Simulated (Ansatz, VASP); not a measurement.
Given: the input of a run of VASP 6.6.1 on Si.

File POSCAR:

```
Si
1.0
    0.0000000000      2.7218511865      2.7218511865
    2.7218511865      0.0000000000      2.7218511865
    2.7218511865      2.7218511865      0.0000000000
Si
2
Direct
    0.5000000000      0.5000000000      0.5000000000
    0.7500000000      0.7500000000      0.7500000000
```

File INCAR.step1:

```
ALGO = Normal
EDIFF = 1E-5
ENCUT = 520
GGA = PE
ISIF = 2
ISMEAR = -1
LASPH = T
LREAL = F
LWAVE = T
NBANDS = 11
NELM = 80
PREC = Accurate
SIGMA = 0.05
```

Contents of INCAR.step2:

```
ALGO = Normal
EDIFF = 1E-6
ENCUT = 520
GGA = PE
HFSCREEN = 0.2079
ISIF = 2
ISMEAR = -1
ISTART = 1
LASPH = T
LCHARG = T
LELF = T
LHFCALC = T
LREAL = F
LVHAR = T
LWAVE = F
NBANDS = 11
NELM = 80
PREC = Accurate
PRECFOCK = Normal
SIGMA = 0.05
```

The input KPOINTS:

```
k-points
0
Gamma
  6 6 6
```

Potentials or basis: VASP PAW PBE potentials, release 64 (Si).

Launch:

```bash
$ cat potpaw_PBE.64/Si/POTCAR > POTCAR
$ cp INCAR.step1 INCAR
$ mpirun -np 1 vasp_std > vasp.out
$ cp INCAR.step2 INCAR
$ mpirun -np 1 vasp_std > vasp.out
```

Q: Set up the same calculation for Ansatz 0.2.0. Potentials there: all-electron PAW datasets made for the crystal.

A: As run (the cutoff follows the program's own potentials):

input.yaml

```yaml
crystal:
  lattice:
    - [0.0, 2.7218511865, 2.7218511865]
    - [2.7218511865, 0.0, 2.7218511865]
    - [2.7218511865, 2.7218511865, 0.0]
  atoms:
    - { symbol: Si, position: [0.5, 0.5, 0.5] }
    - { symbol: Si, position: [0.75, 0.75, 0.75] }
kpoints:
  mp_grid: { grid: [6, 6, 6] }
scf:
  occupations: { method: fermi_dirac, width: 0.05 }
hamiltonian:
  xc: hse06
  pseudopotentials: { kind: all_electron, datasets: crystal }
output:
  forces: true
  stress: true
```

Potentials or basis: all-electron PAW datasets made for the crystal.

Command:

```bash
$ ansatz run input.yaml --threads 1 --pin off --max-ram 3072MiB --backend cpu --events-out ev --progress --plain --runs-dir out
```

Both were run:

|  | VASP | Ansatz | Ansatz less VASP |
| --- | --- | --- | --- |
| gap on the k mesh at the Fermi level (eV) | 1.31 | 1.30 | -0.009 |
| least direct gap on the mesh (eV) | 3.32 | 3.31 | -0.009 |
| pressure (GPa) | -0.5 | -0.2 | +0.31 |

Ansatz ran all-electron here, and VASP with PAW potentials.
